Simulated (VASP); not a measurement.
# CdO (nc) (Fm-3m) in VASP: a series of runs, part 2 of 2

VASP 6.6.1. Earlier steps stand in the parts before.

**3. Relaxation of cell and atoms, PBE, target pressure 112.5 GPa, at which the enthalpy is minimised**

File INCAR:

```
ALGO = Normal ; EDIFF = 1E-7
EDIFFG = -0.004 ; ENCUT = 600
GGA = PE ; GGA_COMPAT = False
IBRION = 2 ; ISIF = 3
ISMEAR = 0 ; LASPH = True
LCHARG = False ; LREAL = False
LWAVE = False ; NELM = 120
NELMIN = 4 ; NSW = 70
PREC = Accurate ; PSTRESS = 1125.0
SIGMA = 0.01
```

File KPOINTS:

```
k-points
0
Gamma
  14 14 14
```

File POSCAR:

```
CdO
1.0
    0.0000000000      2.1604796711      2.1604796711
    2.1604796711      0.0000000000      2.1604796711
    2.1604796711      2.1604796711      0.0000000000
Cd O
1 1
Direct
    0.0000000000      0.0000000000      0.0000000000
    0.5000000000      0.5000000000      0.5000000000
```

Potentials or basis: VASP PAW PBE potentials, release 64 (Cd, O).

Started as:

```console
cat potpaw_PBE.64/Cd/POTCAR potpaw_PBE.64/O/POTCAR > POTCAR
mpirun -np 1 vasp_std > vasp.out
```

OUTCAR:

```text
EDIFF = 1E-7
   EDIFFG = -0.004
   ENCUT = 600
   GGA = PE
   IBRION = 2
   ISIF = 3
   ISMEAR = 0
   LASPH = True
   LREAL = False
   NELM = 120
   NELMIN = 4
   NSW = 70
   PREC = Accurate
   PSTRESS = 1125.0

 ion  position               nearest neighbor table
   1  0.000  0.000  0.000-   2 2.16   2 2.16   2 2.16   2 2.16   2 2.16   2 2.16
   2  0.500  0.500  0.500-   1 2.16   1 2.16   1 2.16   1 2.16   1 2.16   1 2.16

  LATTYP: Found a face centered cubic cell.
 ALAT       =     4.3209593422

  Lattice vectors:

 A1 = (   0.0000000000,   2.1604796711,   2.1604796711)
 A2 = (   2.1604796711,   0.0000000000,   2.1604796711)
 A3 = (   2.1604796711,   2.1604796711,   0.0000000000)

Analysis of symmetry for initial positions (statically):
=====================================================================
 Subroutine PRICEL returns:
 Original cell was already a primitive cell.

 Routine SETGRP: Setting up the symmetry group for a
 face centered cubic supercell.

 Subroutine GETGRP returns: Found 48 space group operations
 (whereof 48 operations were pure point group operations)
 out of a pool of 48 trial point group operations.

The static configuration has the point symmetry O_h .

Analysis of symmetry for dynamics (positions and initial velocities):
=====================================================================
 Subroutine PRICEL returns:
 Original cell was already a primitive cell.

 Routine SETGRP: Setting up the symmetry group for a
 face centered cubic supercell.

 Subroutine GETGRP returns: Found 48 space group operations
 (whereof 48 operations were pure point group operations)
 out of a pool of 48 trial point group operations.

The dynamic configuration has the point symmetry O_h .

 Subroutine INISYM returns: Found 48 space group operations
 (whereof 48 operations are pure point group operations),
 and found     1 'primitive' translations

----------------------------------------------------------------------------------------
[... 123 lines left out ...]
   LRPA    =     F    only Hartree local field effects (RPA)
 conjugate gradient relaxation of ions
 non-spin polarized calculation
 Gauss-broadening in eV      SIGMA  =   0.01
  energy-cutoff  :      600.00
  volume of cell :       20.17
 maximum number of plane-waves:       692
   NGX = 13   NGY = 13   NGZ = 13

--------------------------------------- Ionic step        1  -------------------------------------------

 number of electron      17.9999993 magnetization

 Free energy of the ion-electron system (eV)
  ---------------------------------------------------
  ext. energy  EPLUGINS =         0.00000000
  ---------------------------------------------------
  free energy    TOTEN  =        -6.38602950 eV

  energy without entropy =       -6.38602950  energy(sigma->0) =       -6.38602950

------------------------ aborting loop because EDIFF is reached ----------------------------------------

  FORCE on cell =-STRESS in cart. coord.  units (eV):
  Direction    XX          YY          ZZ          XY          YZ          ZX
  --------------------------------------------------------------------------------------
  -------------------------------------------------------------------------------------
  Total       10.0589487     10.0589487     10.0589487     -0.0000000     -0.0000000      0.0000000
  in kB      799.0659552    799.0659552    799.0659552     -0.0000000     -0.0000000      0.0000000
  external PRESSURE =    -325.9340448 kB  Pullay stress =    1125.0000000 kB
[... 25 lines left out ...]
--------------------------------------- Ionic step        2  -------------------------------------------

 number of electron      17.9999999 magnetization

 E-fermi :  10.3839     XC(G=0): -15.2290

 val. band max:       10.2054563956   @ k =   0.5000   0.0000   0.0000
 cond. band min:      11.1461538346   @ k =   0.0000   0.0000   0.0000
 fundamental gap:      0.9406974389
 Fermi energy:        10.3838785751

 k-point     1 :       0.0000    0.0000    0.0000
  band No.  band energies     occupation
      1     -14.1956      2.00000
      2       0.0886      2.00000
      3       0.0886      2.00000
      4       0.0886      2.00000
      5       1.0813      2.00000
      6       1.0813      2.00000
      7       5.0855      2.00000
      8       5.0855      2.00000
      9       5.0855      2.00000
     10      11.1462      0.00000
     11      24.1784      0.00000
     12      31.2553      0.00000
     13      31.2553      0.00000
[... 481 lines left out ...]
--------------------------------------- Ionic step        5  -------------------------------------------

 number of electron      18.0000008 magnetization

 Free energy of the ion-electron system (eV)
  ---------------------------------------------------
  ext. energy  EPLUGINS =         0.00000000
  ---------------------------------------------------
  free energy    TOTEN  =        -5.65107187 eV

  energy without entropy =       -5.65107187  energy(sigma->0) =       -5.65107187

 E-fermi :   5.9700     XC(G=0): -13.5834

 val. band max:        5.8577490180   @ k =   0.5000   0.0000   0.0000
 cond. band min:       6.1075042086   @ k =   0.0000   0.0000   0.0000
 fundamental gap:      0.2497551906
 Fermi energy:         5.9700049097

 k-point     1 :       0.0000    0.0000    0.0000
  band No.  band energies     occupation
      1     -14.7050      2.00000
      2      -2.1149      2.00000
      3      -2.1149      2.00000
      4      -2.1149      2.00000
      5      -1.5166      2.00000
      6      -1.5166      2.00000
      7       2.8397      2.00000
      8       2.8397      2.00000
      9       2.8397      2.00000
     10       6.1075      0.00000
     11      20.7749      0.00000
     12      25.0850      0.00000
     13      25.0850      0.00000
[... 401 lines left out ...]
  energy  without entropy=       -5.6510718731  energy(sigma->0) =       -5.65107187

  enthalpy is  TOTEN    =         7.6437175892 eV   P V=       13.2947894623

 reached required accuracy - stopping structural energy minimisation
```

Wall time 60 s (1 thread of AMD EPYC 9R45 (Zen 5), shared host); peak memory 0.14 GiB.

Results:

| Quantity | Value |
| --- | --- |
| Free energy | -5.6511 eV |
| Relaxed volume | 9.47 Å³/atom |
| Relaxed cell | a = 2.992 Å, b = 2.992 Å, c = 2.992 Å, α = 60.00°, β = 60.00°, γ = 60.00° |
| Space group after relaxing (to 0.05 Å) | Fm-3m (No. 225) |
| Energy change on relaxing (the enthalpy is what falls) | +367.5 meV/atom |
| Ionic steps | 5 |
| Pressure after relaxing | 112.5 GPa |
| Band gap on the k mesh | 0.25 eV, indirect (least direct gap 3.27 eV) |

Step by step:
| step | energy change (eV) | largest force (eV/Å) | pressure (GPa) | volume (Å³) |
| --- | --- | --- | --- | --- |
| 1 | 0.0000 | 0.0000 | 79.91 | 20.17 |
| 2 | 6.1462 | 0.0000 | 345.46 | 14.75 |
| 3 | 0.6477 | 0.0000 | 108.64 | 19.06 |
| 4 | 0.7149 | 0.0000 | 111.62 | 18.96 |
| 5 | 0.7350 | 0.0000 | 112.47 | 18.93 |

Final structure:
```yaml
crystal:
  lattice:
    - [0.00000, 2.11545, 2.11545]
    - [2.11545, 0.00000, 2.11545]
    - [2.11545, 2.11545, 0.00000]
  atoms:
    - { symbol: Cd, position: [0.00000, 0.00000, 0.00000] }
    - { symbol: O, position: [0.50000, 0.50000, 0.50000] }
```

Caveat: the cell is relaxed towards a set pressure, so the enthalpy falls and the energy may rise. A k mesh can miss the band edges.

**4. Relaxation of cell and atoms, PBE, target pressure 45 GPa, at which the enthalpy is minimised**

This run uses another cell than the first one, of 10.93 Å³/atom, 1.084 times its volume.

File INCAR:

```
SYSTEM = CdO
ALGO     = Normal         ! electronic algorithm
EDIFF    = 1E-7           ! SCF threshold, eV
EDIFFG   = -0.004         ! ionic threshold
ENCUT    = 600            ! plane-wave cutoff, eV
GGA      = PE             ! functional
GGA_COMPAT= .FALSE.      
IBRION   = 2              ! ionic algorithm
ISIF     = 3              ! what is computed and relaxed
ISMEAR   = 0              ! smearing method
LASPH    = .TRUE.         ! aspherical terms in the spheres
LCHARG   = .FALSE.        ! write CHGCAR
LREAL    = .FALSE.        ! projectors in reciprocal space
LWAVE    = .FALSE.        ! write WAVECAR
NELM     = 120            ! most SCF steps
NELMIN   = 4            
NSW      = 70             ! ionic steps
PREC     = Accurate       ! precision mode
PSTRESS  = 450.0        
SIGMA    = 0.1            ! smearing width, eV
```

File KPOINTS:

```
k-points
0
G
  14 14 14
  0 0 0
```

File POSCAR:

```
CdO
1.0
    0.0000000000      2.2192296892      2.2192296892
    2.2192296892      0.0000000000      2.2192296892
    2.2192296892      2.2192296892      0.0000000000
Cd O
1 1
Direct
    0.0000000000      0.0000000000      0.0000000000
    0.5000000000      0.5000000000      0.5000000000
```

Potentials or basis: VASP PAW PBE potentials, release 64 (Cd, O).

Started as:

```console
cat potpaw_PBE.64/Cd/POTCAR potpaw_PBE.64/O/POTCAR > POTCAR
mpirun -np 1 vasp_std > vasp.out
```

OUTCAR:

```text
SYSTEM = CdO
   EDIFF = 1E-7
   EDIFFG = -0.004
   ENCUT = 600
   GGA = PE
   IBRION = 2
   ISIF = 3
   ISMEAR = 0
   LASPH = .TRUE.
   LREAL = .FALSE.
   NELM = 120
   NELMIN = 4
   NSW = 70
   PREC = Accurate
   PSTRESS = 450.0

 ion  position               nearest neighbor table
   1  0.000  0.000  0.000-   2 2.22   2 2.22   2 2.22   2 2.22   2 2.22   2 2.22
   2  0.500  0.500  0.500-   1 2.22   1 2.22   1 2.22   1 2.22   1 2.22   1 2.22

  LATTYP: Found a face centered cubic cell.
 ALAT       =     4.4384593784

  Lattice vectors:

 A1 = (   0.0000000000,   2.2192296892,   2.2192296892)
 A2 = (   2.2192296892,   0.0000000000,   2.2192296892)
 A3 = (   2.2192296892,   2.2192296892,   0.0000000000)

Analysis of symmetry for initial positions (statically):
=====================================================================
 Subroutine PRICEL returns:
 Original cell was already a primitive cell.

 Routine SETGRP: Setting up the symmetry group for a
 face centered cubic supercell.

 Subroutine GETGRP returns: Found 48 space group operations
 (whereof 48 operations were pure point group operations)
 out of a pool of 48 trial point group operations.

The static configuration has the point symmetry O_h .

Analysis of symmetry for dynamics (positions and initial velocities):
=====================================================================
 Subroutine PRICEL returns:
 Original cell was already a primitive cell.

 Routine SETGRP: Setting up the symmetry group for a
 face centered cubic supercell.

 Subroutine GETGRP returns: Found 48 space group operations
 (whereof 48 operations were pure point group operations)
 out of a pool of 48 trial point group operations.

The dynamic configuration has the point symmetry O_h .

 Subroutine INISYM returns: Found 48 space group operations
 (whereof 48 operations are pure point group operations),
 and found     1 'primitive' translations

----------------------------------------------------------------------------------------

                                     Primitive cell
[... 123 lines left out ...]
 non-spin polarized calculation
 Gauss-broadening in eV      SIGMA  =   0.10
  energy-cutoff  :      600.00
  volume of cell :       21.86
 maximum number of plane-waves:       748
 NGX is ok and might be reduce to    28
   NGX = 13   NGY = 13   NGZ = 13

--------------------------------------- Ionic step        1  -------------------------------------------

 number of electron      18.0000001 magnetization

 Free energy of the ion-electron system (eV)
  ---------------------------------------------------
  ext. energy  EPLUGINS =         0.00000000
  ---------------------------------------------------
  free energy    TOTEN  =        -7.05658936 eV

  energy without entropy =       -7.05646728  energy(sigma->0) =       -7.05652832

------------------------ aborting loop because EDIFF is reached ----------------------------------------

  FORCE on cell =-STRESS in cart. coord.  units (eV):
  Direction    XX          YY          ZZ          XY          YZ          ZX
  --------------------------------------------------------------------------------------
  -------------------------------------------------------------------------------------
  Total        6.5898476      6.5898476      6.5898476      0.0000000      0.0000000     -0.0000000
  in kB      483.0022979    483.0022979    483.0022979      0.0000000      0.0000000     -0.0000000
  external PRESSURE =      33.0022979 kB  Pullay stress =     450.0000000 kB
[... 25 lines left out ...]
--------------------------------------- Ionic step        2  -------------------------------------------

 number of electron      18.0000000 magnetization

 E-fermi :   3.6329     XC(G=0): -12.5025

 val. band max:        3.5148599066   @ k =   0.5000   0.0000   0.0000
 cond. band min:       3.9315637645   @ k =   0.0714   0.0000   0.0000
 fundamental gap:      0.4167038579
 Fermi energy:         3.6329377037

 k-point     1 :       0.0000    0.0000    0.0000
  band No.  band energies     occupation
      1     -15.0482      2.00000
      2      -3.5766      2.00000
      3      -3.5766      2.00000
      4      -3.5766      2.00000
      5      -3.1636      2.00000
      6      -3.1636      2.00000
      7       1.5632      2.00000
      8       1.5632      2.00000
      9       1.5632      2.00000
     10       3.3637      1.99986
     11      18.6079      0.00000
     12      21.5116      0.00000
     13      21.5116      0.00000
[... 405 lines left out ...]
--------------------------------------- Ionic step        3  -------------------------------------------

 number of electron      18.0000001 magnetization

 Free energy of the ion-electron system (eV)
  ---------------------------------------------------
  ext. energy  EPLUGINS =         0.00000000
  ---------------------------------------------------
  free energy    TOTEN  =        -7.12173835 eV

  energy without entropy =       -7.12161578  energy(sigma->0) =       -7.12167706

 E-fermi :   3.8968     XC(G=0): -12.6352

 val. band max:        3.7799722342   @ k =   0.5000   0.0000   0.0000
 cond. band min:       4.2337860018   @ k =   0.0714   0.0000   0.0000
 fundamental gap:      0.4538137676
 Fermi energy:         3.8968328063

 k-point     1 :       0.0000    0.0000    0.0000
  band No.  band energies     occupation
      1     -15.0045      2.00000
      2      -3.3972      2.00000
      3      -3.3972      2.00000
      4      -3.3972      2.00000
      5      -2.9642      2.00000
      6      -2.9642      2.00000
      7       1.7115      2.00000
      8       1.7115      2.00000
      9       1.7115      2.00000
     10       3.6762      1.99820
     11      18.8709      0.00000
     12      21.9312      0.00000
     13      21.9312      0.00000
[... 401 lines left out ...]
  energy  without entropy=       -7.1216157754  energy(sigma->0) =       -7.12167706

  enthalpy is  TOTEN    =        -0.9192706026 eV   P V=        6.2024677515

 reached required accuracy - stopping structural energy minimisation
```

OSZICAR:

```text
N       E                     dE             d eps       ncg     rms          rms(c)
DAV:   1     0.129758226469E+03    0.12976E+03   -0.11934E+04  2880   0.164E+03
DAV:   2    -0.474716292290E+01   -0.13451E+03   -0.12596E+03  3019   0.363E+02
DAV:   3    -0.886482085811E+01   -0.41177E+01   -0.41091E+01  2974   0.709E+01
[... 27 lines left out ...]
DAV:   5    -0.712173459683E+01    0.16946E-03   -0.18369E-04  2859   0.176E-01    0.209E-02
DAV:   6    -0.712173783303E+01   -0.32362E-05   -0.14134E-05  2945   0.623E-02    0.102E-02
DAV:   7    -0.712173821467E+01   -0.38164E-06   -0.16477E-06  2759   0.225E-02    0.121E-03
DAV:   8    -0.712173833498E+01   -0.12031E-06   -0.77459E-08  1387   0.390E-03    0.563E-04
DAV:   9    -0.712173835415E+01   -0.19168E-07   -0.12885E-08  1367   0.172E-03
   3 F= -.91927060E+00 E0= -.91920931E+00  d E =-.226161E-02
```

Wall time 59 s (1 thread of AMD EPYC 9R45 (Zen 5), shared host); peak memory 0.16 GiB.

What came out:

```
Free energy                                            : -7.1217 eV
Relaxed volume                                         : 11.04 Å³/atom
Relaxed cell                                           : a = 3.149 Å, b = 3.149 Å, c = 3.149 Å, α = 60.00°, β = 60.00°, γ = 60.00°
Space group after relaxing (to 0.05 Å)                 : Fm-3m (No. 225)
Energy change on relaxing (the enthalpy is what falls) : -32.6 meV/atom
Ionic steps                                            : 3
Pressure after relaxing                                : 45.0 GPa
Band gap on the k mesh                                 : zero (band 9 reaches 3.78 eV, above the bottom of band 10 at 3.68 eV)
```

Step by step:
```csv
step,energy change (eV),largest force (eV/Å),pressure (GPa),volume (Å³)
1,0.0000,0.0000,48.30,21.86
2,-0.1937,0.0000,38.18,22.58
3,-0.0651,0.0000,44.97,22.08
```

Final structure:
```
Cd O
1.0
     0.00000    2.22678    2.22678
     2.22678    0.00000    2.22678
     2.22678    2.22678    0.00000
Cd O
1 1
Cartesian
  0.0000 0.0000 0.0000
  2.2268 2.2268 2.2268
```

Levels at points of the mesh, in eV from the Fermi level:
```tsv
k point	band 5	band 6	band 7	band 8	band 9	band 10	band 11	band 12	band 13
(0.00, 0.00, 0.00)	-6.86	-6.86	-2.19	-2.19	-2.19	-0.22	14.97	18.03	18.03
(0.50, 0.00, 0.00)	-6.49	-6.49	-4.33	-0.12	-0.12	4.33	8.34	12.60	12.60
(0.50, 0.50, 0.00)	-6.27	-5.78	-5.69	-3.35	-3.35	4.44	9.09	11.68	14.65
```

Caveat: the cell is relaxed towards a set pressure, so the enthalpy falls and the energy may rise.

**5. Relaxation of cell and atoms, PBE, target pressure 18 GPa, at which the enthalpy is minimised**

This run uses another cell than the first one, of 10.93 Å³/atom, 1.084 times its volume.

File INCAR:

```
SYSTEM = CdO
PREC = Accurate
ENCUT = 600
EDIFF = 1E-7
ISMEAR = 0
SIGMA = 0.1
LREAL = .FALSE.
LASPH = .TRUE.
NELM = 120
ALGO = Normal
ISIF = 3
LWAVE = .FALSE.
LCHARG = .FALSE.
GGA = PE
IBRION = 2
NSW = 70
EDIFFG = -0.004
PSTRESS = 180.0
GGA_COMPAT = .FALSE.
NELMIN = 4
```

File KPOINTS:

```
Automatic mesh
0
G
  14 14 14
  0 0 0
```

POSCAR is that of step 4.

Started as:

```console
cat potpaw_PBE.64/Cd/POTCAR potpaw_PBE.64/O/POTCAR > POTCAR
mpirun -np 1 vasp_std > vasp.out
```

Wall time 3.7 min (1 thread of AMD EPYC 9R45 (Zen 5), shared host); peak memory 0.17 GiB.

The run converged. Its results:

```yaml
Free_energy: -7.5787 eV
Relaxed_volume: 12.25 Å³/atom
Relaxed_cell: a = 3.260 Å, b = 3.260 Å, c = 3.260 Å, α = 60.00°, β = 60.00°, γ = 60.00°
Space_group_after_relaxing_to_0.05_Å: Fm-3m (No. 225)
Energy_change_on_relaxing_the_enthalpy_is_what_falls: -261.0 meV/atom
Ionic_steps: 19
Pressure_after_relaxing: 18.0 GPa
Band_gap_on_the_k_mesh: zero (band 9 reaches 2.61 eV, above the bottom of band 10 at 2.29 eV)
```

Step by step:
```tsv
step	energy change (eV)	largest force (eV/Å)	pressure (GPa)	volume (Å³)
1	0.0000	0.0000	48.30	21.86
2	-0.6278	0.0000	-6.74	29.07
3	-0.5360	0.0000	16.94	24.63
4	-0.5242	0.0000	17.84	24.52
5	-0.5179	0.0000	18.31	24.46
6	-0.5180	0.0000	18.30	24.47
7	-0.5183	0.0000	18.28	24.47
8	-0.5183	0.0000	18.28	24.47
9	-0.5183	0.0000	18.28	24.47
10	-0.5183	0.0000	18.28	24.47
11	-0.5184	0.0000	18.28	24.47
12	-0.5184	0.0000	18.28	24.47
13	-0.5185	0.0000	18.27	24.47
14	-0.5187	0.0000	18.25	24.47
15	-0.5190	0.0000	18.23	24.47
16	-0.5197	0.0000	18.17	24.48
17	-0.5212	0.0000	18.07	24.49
18	-0.5240	0.0000	17.86	24.52
19	-0.5221	0.0000	18.00	24.50
```

Final structure:
```
Cd O
1.0
     0.00000    2.30526    2.30526
     2.30526    0.00000    2.30526
     2.30526    2.30526    0.00000
Cd O
1 1
Direct
  0.00000 0.00000 0.00000
  0.50000 0.50000 0.50000
```

Levels at points of the mesh, in eV from the Fermi level:
| k point | band 6 | band 7 | band 8 | band 9 | band 10 | band 11 | band 12 | band 13 |
| --- | --- | --- | --- | --- | --- | --- | --- | --- |
| (0.00, 0.00, 0.00) | -6.61 | -1.69 | -1.69 | -1.69 | -0.44 | 14.93 | 17.31 | 17.31 |
| (0.50, 0.00, 0.00) | -6.32 | -4.07 | -0.12 | -0.12 | 4.34 | 7.60 | 12.12 | 12.12 |
| (0.50, 0.50, 0.00) | -5.77 | -4.89 | -2.73 | -2.73 | 4.01 | 8.67 | 11.30 | 13.73 |

Caveat: the cell is relaxed towards a set pressure, so the enthalpy falls and the energy may rise.

**6. The runs side by side**

| cell | smearing | gap on the mesh (eV) | pressure (GPa) |
| --- | --- | --- | --- |
| relaxed to 45 GPa from a = 3.055 Å, angles 60.0°, 2 atoms | gaussian 0.01 eV | none | 45.0 |
| relaxed to 112.5 GPa from a = 3.055 Å, angles 60.0°, 2 atoms | gaussian 0.01 eV | 0.25 | 112.5 |
| relaxed to 45 GPa from a = 3.138 Å, angles 60.0°, 2 atoms | gaussian 0.1 eV | none | 45.0 |
| relaxed to 18 GPa from a = 3.138 Å, angles 60.0°, 2 atoms | gaussian 0.1 eV | none | 18.0 |

Alike in all rows: task relaxation of cell and atoms; level PBE; potentials or basis VASP PAW PBE potentials, release 64 (Cd, O); no spin polarisation; k mesh 14 × 14 × 14; cutoff (eV) 600.

Caveats: the cell is relaxed towards a set pressure, so the enthalpy falls and the energy may rise.

Total energies depend on the potentials used, so only differences within one code and one set of settings carry meaning.
